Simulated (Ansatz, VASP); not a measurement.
WS2 in VASP and in Ansatz

```
W S
1.0
     3.18000    0.00000    0.00000
    -1.59000    2.75396    0.00000
     0.00000    0.00000   12.50000
W S
2 4
Direct
  0.33333 0.66667 0.25000
  0.66667 0.33333 0.75000
  0.28616 0.61950 0.62000
  0.66667 0.33333 0.12000
  0.33333 0.66667 0.88000
  0.66667 0.33333 0.38000
```

Alike in both runs: task single point; functional LDA; k mesh 12 × 12 × 4; occupations gaussian, width 0.05 eV; no spin polarisation.

|  | VASP | Ansatz |
| --- | --- | --- |
| version | VASP 6.6.1 | Ansatz 0.2.0 |
| potentials or method | VASP PAW LDA potentials, release 64 (W_sv, S), cutoff 520 eV | scalar-relativistic, plane waves, PAW |
| valence electrons in the cell | 52 | 52 |

```tsv
	VASP	Ansatz	Ansatz less VASP
gap on the k mesh at the Fermi level (eV)	0.90	0.89	-0.008
least direct gap on the mesh (eV)	1.84	1.83	-0.010
pressure (GPa)	-10.8	-11.1	-0.32
traceless stress, the component that is largest in VASP (GPa)	-3.11	-3.12	-0.012
rms of the force components (eV/Å)	0.785	0.800	+0.0151
```

LDA's correlation is that of Perdew and Zunger in VASP and of Perdew and Wang (1992) in Ansatz. Atom by atom the forces differ by 0.020 eV/Å (rms over components).

Neither program's run includes spin-orbit coupling.
